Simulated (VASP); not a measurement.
# Si3C (P1) in VASP: settings compared, part 2 of 2

VASP 6.6.1.

### Step 5. Single point, PBEsol

Input file INCAR:

```
ALGO = Normal
EDIFF = 1E-7
ENCUT = 520
GGA = PS
ISIF = 2
ISMEAR = -1
LASPH = True
LCHARG = False
LREAL = Auto
LWAVE = False
NBANDS = 46
NELECT = 63.0
NELM = 60
PREC = Accurate
SIGMA = 0.05
```

Input file KPOINTS:

```
Automatic mesh
0
Gamma
  2 2 2
  0.5 0.5 0.5
```

Input file POSCAR:

```
Si3C
1.0
    9.9260860000      0.0000000000      0.0000000000
    0.0000000000      4.9630430000      0.0000000000
    0.0000000000      0.0000000000      4.9630430000
C Si
4 12
Direct
    0.0008060000      0.9979920000      0.0062970000
    0.1267030000      0.2492070000      0.2435480000
    0.2514410000      0.4927230000      0.9985520000
    0.3765960000      0.7468860000      0.2478150000
    0.5018640000      0.0018550000      0.9996030000
    0.6251850000      0.2519110000      0.2540450000
    0.7534630000      0.4908680000      0.9953620000
    0.8746880000      0.7532940000      0.2452160000
    0.2471680000      0.9987650000      0.4960950000
    0.7497660000      0.0066420000      0.5003310000
    0.3725620000      0.2608300000      0.7494140000
    0.8765770000      0.2523490000      0.7503420000
    0.9994300000      0.4915200000      0.5013780000
    0.5005910000      0.4942450000      0.4987140000
    0.1237420000      0.7474380000      0.7490330000
    0.6261000000      0.7537490000      0.7553770000
```

Potentials or basis: VASP PAW PBE potentials, release 64 (C, Si).

Launch:

```sh
> cat potpaw_PBE.64/C/POTCAR potpaw_PBE.64/Si/POTCAR > POTCAR
> mpirun -np 1 vasp_std > vasp.out
```

OUTCAR:

```text
EDIFF = 1E-7
   ENCUT = 520
   GGA = PS
   ISIF = 2
   ISMEAR = -1
   LASPH = True
   LREAL = Auto
   NELECT = 63.0
   NELM = 60
   PREC = Accurate

 ion  position               nearest neighbor table
   1  0.001  0.998  0.006-   8 2.11  15 2.16  12 2.17
   2  0.127  0.249  0.244-   9 2.13  13 2.16
   3  0.251  0.493  0.999-  11 2.07  15 2.18
   4  0.377  0.747  0.248-  14 2.15   5 2.16   9 2.18
   5  0.502  0.002  1.000-  16 2.12   6 2.15   4 2.16  11 2.20
   6  0.625  0.252  0.254-  14 2.11  10 2.12   5 2.15   7 2.16
   7  0.753  0.491  0.995-  12 2.09   6 2.16   8 2.16  16 2.17
   8  0.875  0.753  0.245-   1 2.11   7 2.16  10 2.17  13 2.20
   9  0.247  0.999  0.496-   2 2.13  15 2.15   4 2.18  11 2.20
  10  0.750  0.007  0.500-   6 2.12  12 2.15  16 2.16   8 2.17
  11  0.373  0.261  0.749-   3 2.07  14 2.12   9 2.20   5 2.20
  12  0.877  0.252  0.750-   7 2.09  13 2.10  10 2.15   1 2.17
  13  0.999  0.492  0.501-  12 2.10  15 2.16   2 2.16   8 2.20
  14  0.501  0.494  0.499-   6 2.11  11 2.12   4 2.15  16 2.20
  15  0.124  0.747  0.749-   9 2.15  13 2.16   1 2.16   3 2.18
  16  0.626  0.754  0.755-   5 2.12  10 2.16   7 2.17  14 2.20

  LATTYP: Found a simple tetragonal cell.
 ALAT       =     4.9630430000
 C/A-ratio  =     2.0000000000

  Lattice vectors:

 A1 = (   0.0000000000,   4.9630430000,   0.0000000000)
 A2 = (   0.0000000000,   0.0000000000,   4.9630430000)
 A3 = (   9.9260860000,   0.0000000000,   0.0000000000)

Analysis of symmetry for initial positions (statically):
=====================================================================
 Subroutine PRICEL returns:
 Original cell was already a primitive cell.

 Routine SETGRP: Setting up the symmetry group for a
 simple tetragonal supercell.

 Subroutine GETGRP returns: Found  1 space group operations
 (whereof  1 operations were pure point group operations)
 out of a pool of 16 trial point group operations.

The static configuration has the point symmetry C_1 .

Analysis of symmetry for dynamics (positions and initial velocities):
=====================================================================
 Subroutine PRICEL returns:
 Original cell was already a primitive cell.

 Routine SETGRP: Setting up the symmetry group for a
 simple tetragonal supercell.

 Subroutine GETGRP returns: Found  1 space group operations
 (whereof  1 operations were pure point group operations)
 out of a pool of 16 trial point group operations.

The dynamic configuration has the point symmetry C_1 .

 Subroutine INISYM returns: Found  1 space group operations
 (whereof  1 operations are pure point group operations),
 and found     1 'primitive' translations

----------------------------------------------------------------------------------------

                                     Primitive cell

  volume of cell :     244.4973

  direct lattice vectors                    reciprocal lattice vectors
     9.926086000  0.000000000  0.000000000     0.100744644  0.000000000  0.000000000
     0.000000000  4.963043000  0.000000000     0.000000000  0.201489288  0.000000000
     0.000000000  0.000000000  4.963043000     0.000000000  0.000000000  0.201489288

  length of vectors
[... 62 lines left out ...]

 Found      4 irreducible k-points:

 Following reciprocal coordinates:
            Coordinates               Weight
  0.250000  0.250000  0.250000      2.000000
  0.250000 -0.250000  0.250000      2.000000
  0.250000 -0.250000 -0.250000      2.000000
  0.250000  0.250000 -0.250000      2.000000
   k-points           NKPTS =      4   k-points in BZ     NKDIM =      4   number of bands    NBANDS=     46
   number of dos      NEDOS =    301   number of ions     NIONS =     16
   total plane-waves  NPLWV = 128000
   dimension x,y,z NGX =    80 NGY =   40 NGZ =   40
   dimension x,y,z NGXF=   160 NGYF=   80 NGZF=   80
   ions per type =               4  12
   NGX,Y,Z   is equivalent  to a cutoff of  13.40, 13.40, 13.40 a.u.
   NGXF,Y,Z  is equivalent  to a cutoff of  26.80, 26.80, 26.80 a.u.
 SYSTEM =  unknown system
   PREC   = accura    normal or accurate (medium, high low for compatibility)
   ISTART =      0    job   : 0-new  1-cont  2-samecut
   ICHARG =      2    charge: 1-file 2-atom 10-const
   ISPIN  =      1    spin polarized calculation?
   LNONCOLLINEAR =      F non collinear calculations
   LSORBIT =      F    spin-orbit coupling
   LASPH  =      T    aspherical Exc in radial PAW
   ENCUT  =  520.0 eV  38.22 Ry    6.18 a.u.  18.46  9.23  9.23*2*pi/ulx,y,z
   NELM   =     60;   NELMIN=  2; NELMDL= -5     # of ELM steps
   EDIFF  = 0.1E-06   stopping-criterion for ELM
   LREAL  =      T    real-space projection
   EDIFFG = 0.1E-05   stopping-criterion for IOM
   NSW    =      0    number of steps for IOM
   IBRION =     -1    ionic relax: 0-MD 1-quasi-New 2-CG
   NFREE  =      0    steps in history (QN), initial steepest desc. (CG)
   ISIF   =      2    stress and relaxation
   ISYM   =      2    0-nonsym 1-usesym 2-fastsym
   POTIM  = 0.5000    time-step for ionic-motion
   TEBEG  =    0.0;   TEEND  =   0.0 temperature during run
   PSTRESS=    0.0 pullay stress
   NELECT =      63.0000    total number of electrons
   NUPDOWN=      -1.0000    fix difference up-down
   EMIN   =  10.00;   EMAX   =-10.00  energy-range for DOS
   EFERMI =   0.00;   METHOD = LEGACY
   ISMEAR =    -1;   SIGMA  =   0.05  broadening in eV -4-tet -1-fermi 0-gaus
   EFERMI_NEDOS =   21; number of points for ismear=-14 and -15
   IALGO  =     38    algorithm
   IMIX   =      4    mixing-type and parameters
     AMIX     =   0.40;   BMIX     =  1.00
     AMIX_MAG =   1.60;   BMIX_MAG =  1.00
  volume/ion in A,a.u.               =      15.28       103.12
  Fermi-wavevector in a.u.,A,eV,Ry     =   1.041750  1.968623 14.765637  1.085244
  Thomas-Fermi vector in A             =   2.176385
   LORBIT       =      0    0 simple, 1 ext, 2 COOP (PROOUT), +10 PAW based schemes
   GGA     = PS    functional components
   LHFCALC =     F    Hartree Fock is set to
   AEXX    =    0.0000 exact exchange contribution
   IVDW    =     0    specifies the selected vdW correction
   LEPSILON=     F    determine dielectric tensor
   LRPA    =     F    only Hartree local field effects (RPA)
 non-spin polarized calculation
  energy-cutoff  :      520.00
  volume of cell :      244.50
 maximum number of plane-waves:      6585
 NGX is ok and might be reduce to    80
   NGX = 37   NGY = 19   NGZ = 19

 number of electron      63.0000000 magnetization

 Free energy of the ion-electron system (eV)
  ---------------------------------------------------
  ext. energy  EPLUGINS =         0.00000000
  ---------------------------------------------------
  free energy    TOTEN  =       -99.23342289 eV

  energy without entropy =      -99.16792531  energy(sigma->0) =      -99.20067410

 E-fermi :   6.1991     XC(G=0): -10.2099

 val. band max:        6.1856084556   @ k =   0.2500   0.2500  -0.2500
 cond. band min:       6.2501529405   @ k =   0.2500  -0.2500   0.2500
 fundamental gap:      0.0645444849
 Fermi energy:         6.1990959243

 k-point     1 :       0.2500    0.2500    0.2500
  band No.  band energies     occupation
      1      -6.1857      2.00000
      2      -5.5217      2.00000
      3      -4.4280      2.00000
      4      -3.9719      2.00000
      5      -3.7713      2.00000
      6      -3.5238      2.00000
[... 173 lines left out ...]
     42       9.9717      0.00000
     43      10.1312      0.00000
 [bands above 43 left out]

------------------------ aborting loop because EDIFF is reached ----------------------------------------

  FORCE on cell =-STRESS in cart. coord.  units (eV):
  Direction    XX          YY          ZZ          XY          YZ          ZX
  --------------------------------------------------------------------------------------
  -------------------------------------------------------------------------------------
  Total        5.6224769      4.3773877      2.9717583      6.8680594      3.1066434     -0.7922030
  in kB       36.8437774     28.6847776     19.4737666     45.0060101     20.3576609     -5.1912619
  external PRESSURE =      28.3341072 kB  Pullay stress =       0.0000000 kB

 VOLUME and BASIS-vectors are now :
 -----------------------------------------------------------------------------
  energy-cutoff  :      520.00
  volume of cell :      244.50
      direct lattice vectors                 reciprocal lattice vectors
     9.926086000  0.000000000  0.000000000     0.100744644  0.000000000  0.000000000
     0.000000000  4.963043000  0.000000000     0.000000000  0.201489288  0.000000000
     0.000000000  0.000000000  4.963043000     0.000000000  0.000000000  0.201489288

 POSITION                                       TOTAL-FORCE (eV/Angst)
 -----------------------------------------------------------------------------------
      0.00800      4.95308      0.03125         0.463654      0.433872     -0.102129
      1.25766      1.23683      1.20874         0.057975     -0.203359     -0.622053
      2.49582      2.44541      4.95586        -0.482062      0.357186      0.772260
      3.73812      3.70683      1.22992        -0.462880     -0.252577     -0.070277
      4.98155      0.00921      4.96107        -3.752250     -2.281617      2.350382
      6.20564      1.25025      1.26084         0.243511     -0.017866     -0.606371
[... 8 lines left out ...]
      1.22827      3.70957      3.71748         0.127968      0.052043      5.592472
      6.21472      3.74089      3.74897         0.231881     -0.697496     -0.739479
 -----------------------------------------------------------------------------------
    total drift:                               -0.002278     -0.007708      0.001011

  FREE ENERGIE OF THE ION-ELECTRON SYSTEM (eV)
  ---------------------------------------------------
  free  energy   TOTEN  =       -99.2334228941 eV

  energy  without entropy=      -99.1679253078  energy(sigma->0) =      -99.20067410
```

Wall time 87 s (1 thread of AMD EPYC 7R43 (Zen 3), shared host); peak memory 0.28 GiB.

What came out:

| Item | Value |
| --- | --- |
| Free energy | -99.2334 eV |
| Largest force | 5.662 eV/Å |

Forces on the atoms (eV/Å):
```
C    0.464  0.434 -0.102
C    0.058 -0.203 -0.622
C   -0.482  0.357  0.772
C   -0.463 -0.253 -0.070
Si  -3.752 -2.282  2.350
Si   0.244 -0.018 -0.606
Si  -0.868  0.911  0.501
Si   3.137  2.475 -1.874
Si   0.551  0.239 -5.230
Si   0.262 -0.873  0.266
Si  -2.825  1.360  3.041
Si   3.210 -3.884  2.582
Si   2.867 -1.603 -3.649
Si  -2.761  3.985 -2.213
Si   0.128  0.052  5.592
Si   0.232 -0.697 -0.739
```

Caveat: the k points lie up to 0.63 Å⁻¹ apart; the cell carries a net charge on a neutralising background, which shifts energy and pressure; the cell is charged against a uniform background, so pressure and absolute levels hang on convention; the PAW data sets were made with another functional, which shifts forces and pressure a little.
